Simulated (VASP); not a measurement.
Input of a VASP 6.6.1 run:

The input INCAR:

```
SYSTEM = Al3GaN4
PREC = Accurate
ENCUT = 520
EDIFF = 1E-7
ISMEAR = 0
SIGMA = 0.05
LREAL = Auto
LASPH = .TRUE.
NELM = 60
ALGO = Normal
ISIF = 2
LWAVE = .FALSE.
LCHARG = .FALSE.
GGA = PS
NBANDS = 56
```

KPOINTS

```
regular mesh
0
G
  5 5 3
  0 0 0
```

The input POSCAR:

```
Al3GaN4
1.0
    0.0000000000     -4.4069948432      0.0000000000
    0.0000000000      0.0000000000     -4.4069948432
    9.0639896863      0.0000000000      0.0000000000
Al Ga N
6 2 8
Direct
    0.5000000000      1.0000000000      0.0595120016
    0.5000000000      1.0000000000      0.5457211651
    0.0000000000      0.5000000000      0.0595120016
    0.0000000000      0.5000000000      0.5457211651
    0.5000000000      0.5000000000      0.3026165833
    0.5000000000      0.5000000000      0.7888257468
    0.0000000000      1.0000000000      0.3026165833
    0.0000000000      1.0000000000      0.7888257468
    0.2552922824      0.7447077176      0.1784911363
    0.2552922824      0.7447077176      0.6647002998
    0.7447077176      0.2552922824      0.1784911363
    0.7447077176      0.2552922824      0.6647002998
    0.2552922824      0.2552922824      0.9129511939
    0.2552922824      0.2552922824      0.4267420304
    0.7447077176      0.7447077176      0.9129511939
    0.7447077176      0.7447077176      0.4267420304
```

Potentials or basis: VASP PAW PBE potentials, release 64 (Al, Ga_d, N).

Run with:

```bash
$ cat potpaw_PBE.64/Al/POTCAR potpaw_PBE.64/Ga_d/POTCAR potpaw_PBE.64/N/POTCAR > POTCAR
$ mpirun -np 1 vasp_std > vasp.out
```

Problem. Estimate the largest force.

Solution. 2.766 eV/Å.

Problem. What does it give for the band gap on the k mesh?

Solution. 2.35 eV.

Stress tensor (GPa, compression positive):
```
-7.98  0.00  0.00
 0.00 -2.58  0.75
 0.00  0.75 -2.58
```

Caveat: the PAW data sets were made with another functional, which shifts forces and pressure a little. As with any semilocal functional, this PBEsol gap is likely too small.
